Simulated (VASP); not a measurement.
# Li2Se (Fm-3m) in VASP: single point with LDA

Aim: the single point of Li2Se with LDA.

Everything below comes from runs of VASP 6.6.1. Logs are shortened: lines on timing, memory, paths and dates and some standing lists are left out, and cuts for length are marked.

## (1) The cell of the first run

Symmetry: Fm-3m, No. 225, cubic system. The conventional cell has a = 6.005 Å, b = 6.005 Å, c = 6.005 Å, α = 90.00°, β = 90.00°, γ = 90.00°. Li (site symmetry -43m) has 4 Se at 2.60 Å and 6 Li at 3.00 Å within 3.4 Å. Se (site symmetry m-3m) has 8 Li at 2.60 Å within 3.4 Å.

## (2) Single point, LDA

Input file INCAR:

```
ALGO = Normal
EDIFF = 1E-6
ENCUT = 750
GGA_COMPAT = False
ISIF = 2
ISMEAR = 0
LASPH = True
LCHARG = True
LELF = True
LREAL = False
LVHAR = True
LWAVE = False
NBANDS = 13
NELM = 120
PREC = Accurate
SIGMA = 0.1
```

Input file KPOINTS:

```
k-points
0
Gamma
  6 6 6
```

Input file POSCAR:

```
Li2Se
1.0
    0.0000000000      3.0025000000      3.0025000000
    3.0025000000      0.0000000000      3.0025000000
    3.0025000000      3.0025000000      0.0000000000
Li Se
2 1
Direct
    0.2500000000      0.2500000000      0.2500000000
    0.7500000000      0.7500000000      0.7500000000
    0.0000000000      0.0000000000      0.0000000000
```

Potentials or basis: VASP PAW LDA potentials, release 64 (Li_sv, Se).

Launch:

```bash
$ cat potpaw_LDA.64/Li_sv/POTCAR potpaw_LDA.64/Se/POTCAR > POTCAR
$ mpirun -np 1 vasp_std > vasp.out
```

OUTCAR:

```text
EDIFF = 1E-6
   ENCUT = 750
   ISIF = 2
   ISMEAR = 0
   LASPH = True
   LREAL = False
   NELM = 120
   PREC = Accurate

 ion  position               nearest neighbor table
   1  0.250  0.250  0.250-   3 2.60   3 2.60   3 2.60   3 2.60
   2  0.750  0.750  0.750-   3 2.60   3 2.60   3 2.60   3 2.60
   3  0.000  0.000  0.000-   1 2.60   2 2.60   2 2.60   2 2.60   2 2.60   1 2.60   1 2.60   1 2.60

  LATTYP: Found a face centered cubic cell.
 ALAT       =     6.0050000000

  Lattice vectors:

 A1 = (   0.0000000000,   3.0025000000,   3.0025000000)
 A2 = (   3.0025000000,   0.0000000000,   3.0025000000)
 A3 = (   3.0025000000,   3.0025000000,   0.0000000000)

Analysis of symmetry for initial positions (statically):
=====================================================================
 Subroutine PRICEL returns:
 Original cell was already a primitive cell.

 Routine SETGRP: Setting up the symmetry group for a
 face centered cubic supercell.

 Subroutine GETGRP returns: Found 48 space group operations
 (whereof 48 operations were pure point group operations)
 out of a pool of 48 trial point group operations.

The static configuration has the point symmetry O_h .

Analysis of symmetry for dynamics (positions and initial velocities):
=====================================================================
 Subroutine PRICEL returns:
 Original cell was already a primitive cell.

 Routine SETGRP: Setting up the symmetry group for a
 face centered cubic supercell.

 Subroutine GETGRP returns: Found 48 space group operations
 (whereof 48 operations were pure point group operations)
 out of a pool of 48 trial point group operations.

The dynamic configuration has the point symmetry O_h .

 Subroutine INISYM returns: Found 48 space group operations
 (whereof 48 operations are pure point group operations),
 and found     1 'primitive' translations

----------------------------------------------------------------------------------------

                                     Primitive cell

  volume of cell :      54.1351

  direct lattice vectors                    reciprocal lattice vectors
     0.000000000  3.002500000  3.002500000    -0.166527893  0.166527893  0.166527893
     3.002500000  0.000000000  3.002500000     0.166527893 -0.166527893  0.166527893
     3.002500000  3.002500000  0.000000000     0.166527893  0.166527893 -0.166527893

  length of vectors
     4.246176221  4.246176221  4.246176221     0.288434772  0.288434772  0.288434772

  position of ions in fractional coordinates (direct lattice)
     0.250000000  0.250000000  0.250000000
     0.750000000  0.750000000  0.750000000
     0.000000000  0.000000000  0.000000000

  ion indices of the primitive-cell ions
   primitive index   ion index
                 1           1
                 2           2
                 3           3

----------------------------------------------------------------------------------------

 KPOINTS: k-points

Automatic generation of k-mesh.
 Grid dimensions read from file:
 generate k-points for:    6    6    6

 Generating k-lattice:

  Cartesian coordinates                     Fractional coordinates (reciprocal lattice)
    -0.027754649  0.027754649  0.027754649     0.166666667  0.000000000  0.000000000
     0.027754649 -0.027754649  0.027754649     0.000000000  0.166666667  0.000000000
     0.027754649  0.027754649 -0.027754649     0.000000000  0.000000000  0.166666667

  Length of vectors
     0.048072462  0.048072462  0.048072462

  Shift w.r.t. Gamma in fractional coordinates (k-lattice)
     0.000000000  0.000000000  0.000000000

 Subroutine IBZKPT returns following result:
 ===========================================

 Found     16 irreducible k-points:

 Following reciprocal coordinates:
            Coordinates               Weight
  0.000000  0.000000  0.000000      1.000000
  0.166667  0.000000  0.000000      8.000000
  0.333333  0.000000  0.000000      8.000000
  0.500000  0.000000  0.000000      4.000000
  0.166667  0.166667  0.000000      6.000000
  0.333333  0.166667  0.000000     24.000000
[... 8 lines left out ...]
 -0.333333  0.333333  0.166667     24.000000
 -0.333333  0.500000  0.166667     12.000000
   k-points           NKPTS =     16   k-points in BZ     NKDIM =     16   number of bands    NBANDS=     13
   number of dos      NEDOS =    301   number of ions     NIONS =      3
   total plane-waves  NPLWV =  64000
   dimension x,y,z NGX =    40 NGY =   40 NGZ =   40
   dimension x,y,z NGXF=    80 NGYF=   80 NGZF=   80
   ions per type =               2   1
   NGX,Y,Z   is equivalent  to a cutoff of  15.66, 15.66, 15.66 a.u.
   NGXF,Y,Z  is equivalent  to a cutoff of  31.32, 31.32, 31.32 a.u.
 SYSTEM =  unknown system
   PREC   = accura    normal or accurate (medium, high low for compatibility)
   ISTART =      0    job   : 0-new  1-cont  2-samecut
   ICHARG =      2    charge: 1-file 2-atom 10-const
   ISPIN  =      1    spin polarized calculation?
   LNONCOLLINEAR =      F non collinear calculations
   LSORBIT =      F    spin-orbit coupling
   LASPH  =      T    aspherical Exc in radial PAW
   ENCUT  =  750.0 eV  55.12 Ry    7.42 a.u.   9.48  9.48  9.48*2*pi/ulx,y,z
   NELM   =    120;   NELMIN=  2; NELMDL= -5     # of ELM steps
   EDIFF  = 0.1E-05   stopping-criterion for ELM
   LREAL  =      F    real-space projection
   EDIFFG = 0.1E-04   stopping-criterion for IOM
   NSW    =      0    number of steps for IOM
   IBRION =     -1    ionic relax: 0-MD 1-quasi-New 2-CG
   NFREE  =      0    steps in history (QN), initial steepest desc. (CG)
   ISIF   =      2    stress and relaxation
   ISYM   =      2    0-nonsym 1-usesym 2-fastsym
   POTIM  = 0.5000    time-step for ionic-motion
   TEBEG  =    0.0;   TEEND  =   0.0 temperature during run
   PSTRESS=    0.0 pullay stress
   NELECT =      12.0000    total number of electrons
   NUPDOWN=      -1.0000    fix difference up-down
   EMIN   =  10.00;   EMAX   =-10.00  energy-range for DOS
   EFERMI =   0.00;   METHOD = LEGACY
   ISMEAR =     0;   SIGMA  =   0.10  broadening in eV -4-tet -1-fermi 0-gaus
   EFERMI_NEDOS =   21; number of points for ismear=-14 and -15
   IALGO  =     38    algorithm
   IMIX   =      4    mixing-type and parameters
     AMIX     =   0.40;   BMIX     =  1.00
     AMIX_MAG =   1.60;   BMIX_MAG =  1.00
  volume/ion in A,a.u.               =      18.05       121.77
  Fermi-wavevector in a.u.,A,eV,Ry     =   0.990776  1.872296 13.355989  0.981637
  Thomas-Fermi vector in A             =   2.122471
   LORBIT       =      0    0 simple, 1 ext, 2 COOP (PROOUT), +10 PAW based schemes
   GGA     = CA    functional components
   LHFCALC =     F    Hartree Fock is set to
   AEXX    =    0.0000 exact exchange contribution
   IVDW    =     0    specifies the selected vdW correction
   LEPSILON=     F    determine dielectric tensor
   LRPA    =     F    only Hartree local field effects (RPA)
 non-spin polarized calculation
 Gauss-broadening in eV      SIGMA  =   0.10
  energy-cutoff  :      750.00
  volume of cell :       54.14
 maximum number of plane-waves:      2565
 NGX is ok and might be reduce to    40
   NGX = 19   NGY = 19   NGZ = 19

 number of electron      12.0000003 magnetization

 Free energy of the ion-electron system (eV)
  ---------------------------------------------------
  ext. energy  EPLUGINS =         0.00000000
  ---------------------------------------------------
  free energy    TOTEN  =       -12.14448371 eV

  energy without entropy =      -12.14448371  energy(sigma->0) =      -12.14448371

 E-fermi :   1.5307     XC(G=0):  -8.5376

 val. band max:        0.9733763319   @ k =   0.0000   0.0000   0.0000
 cond. band min:       3.7811454175   @ k =   0.5000   0.5000   0.0000
 fundamental gap:      2.8077690856
 Fermi energy:         1.5307215008

 k-point     1 :       0.0000    0.0000    0.0000
  band No.  band energies     occupation
      1     -42.7486      2.00000
      2     -42.7217      2.00000
      3     -10.4462      2.00000
      4       0.9734      2.00000
      5       0.9734      2.00000
      6       0.9734      2.00000
      7       4.1791      0.00000
      8       6.4439      0.00000
      9       6.4439      0.00000
     10       6.4439      0.00000
     11      11.5342      0.00000
     12      11.5343      0.00000
     13      11.6755      0.00000

 k-point     2 :       0.1667    0.0000    0.0000
  band No.  band energies     occupation
      1     -42.7467      2.00000
      2     -42.7233      2.00000
      3     -10.3639      2.00000
      4      -0.0708      2.00000
      5       0.8160      2.00000
      6       0.8160      2.00000
      7       4.9162      0.00000
      8       6.8073      0.00000
      9       6.8073      0.00000
     10       7.0879      0.00000
     11       9.9789      0.00000
     12       9.9789      0.00000
     13      11.8859      0.00000

 k-point     3 :       0.3333    0.0000    0.0000
  band No.  band energies     occupation
      1     -42.7415      2.00000
      2     -42.7280      2.00000
      3     -10.1854      2.00000
      4      -1.4258      2.00000
      5       0.5507      2.00000
      6       0.5507      2.00000
      7       5.6527      0.00000
      8       6.9575      0.00000
      9       6.9575      0.00000
     10       8.2669      0.00000
     11      10.4255      0.00000
     12      10.4255      0.00000
     13      12.5895      0.00000
[... 177 lines left out ...]
 k-point    15 :      -0.3333    0.3333    0.1667
  band No.  band energies     occupation
      1     -42.7345      2.00000
      2     -42.7345      2.00000
      3     -10.0026      2.00000
      4      -1.4522      2.00000
      5      -0.6632      2.00000
      6      -0.2542      2.00000
      7       6.1044      0.00000
      8       6.8260      0.00000
      9       9.1096      0.00000
     10       9.5585      0.00000
     11       9.6844      0.00000
     12      11.6154      0.00000
     13      13.4215      0.00000

 k-point    16 :      -0.3333    0.5000    0.1667
  band No.  band energies     occupation
      1     -42.7367      2.00000
      2     -42.7322      2.00000
      3      -9.9748      2.00000
      4      -1.1372      2.00000
      5      -0.7494      2.00000
      6      -0.7315      2.00000
      7       5.0764      0.00000
      8       7.9380      0.00000
      9       8.3469      0.00000
     10      10.1204      0.00000
     11      11.4316      0.00000
     12      12.2966      0.00000
     13      12.7789      0.00000

------------------------ aborting loop because EDIFF is reached ----------------------------------------

  FORCE on cell =-STRESS in cart. coord.  units (eV):
  Direction    XX          YY          ZZ          XY          YZ          ZX
  --------------------------------------------------------------------------------------
  -------------------------------------------------------------------------------------
  Total       -0.8819952     -0.8819952     -0.8819952     -0.0000000      0.0000000      0.0000000
  in kB      -26.1034397    -26.1034397    -26.1034397     -0.0000000      0.0000000      0.0000000
  external PRESSURE =     -26.1034397 kB  Pullay stress =       0.0000000 kB

 VOLUME and BASIS-vectors are now :
 -----------------------------------------------------------------------------
  energy-cutoff  :      750.00
  volume of cell :       54.14
      direct lattice vectors                 reciprocal lattice vectors
     0.000000000  3.002500000  3.002500000    -0.166527893  0.166527893  0.166527893
     3.002500000  0.000000000  3.002500000     0.166527893 -0.166527893  0.166527893
     3.002500000  3.002500000  0.000000000     0.166527893  0.166527893 -0.166527893

 POSITION                                       TOTAL-FORCE (eV/Angst)
 -----------------------------------------------------------------------------------
      1.50125      1.50125      1.50125         0.000000      0.000000      0.000000
      4.50375      4.50375      4.50375        -0.000000     -0.000000     -0.000000
      0.00000      0.00000      0.00000        -0.000000     -0.000000     -0.000000
 -----------------------------------------------------------------------------------
    total drift:                                0.000000     -0.000000      0.000000

  FREE ENERGIE OF THE ION-ELECTRON SYSTEM (eV)
  ---------------------------------------------------
  free  energy   TOTEN  =       -12.1444837150 eV

  energy  without entropy=      -12.1444837150  energy(sigma->0) =      -12.14448371
```

Run time: 36 s. Hardware: 1 thread of Intel Xeon 8259CL, shared host; peak memory 0.19 GiB.

Results:

| Quantity | Value |
| --- | --- |
| Free energy | -12.1445 eV |
| Pressure | -2.6 GPa |
| Band gap on the k mesh | 2.81 eV, indirect (least direct gap 3.21 eV) |

Levels at points of the mesh, in eV from the valence-band top:
| k point | band 4 | band 5 | band 6 | band 7 | band 8 | band 9 |
| --- | --- | --- | --- | --- | --- | --- |
| (0.00, 0.00, 0.00) | 0.00 | 0.00 | 0.00 | 3.21 | 5.47 | 5.47 |
| (0.50, 0.00, 0.00) | -2.94 | -0.54 | -0.54 | 4.97 | 5.82 | 5.82 |
| (0.50, 0.50, 0.00) | -2.29 | -1.47 | -1.47 | 2.81 | 6.10 | 10.10 |

A k mesh can miss the band edges.
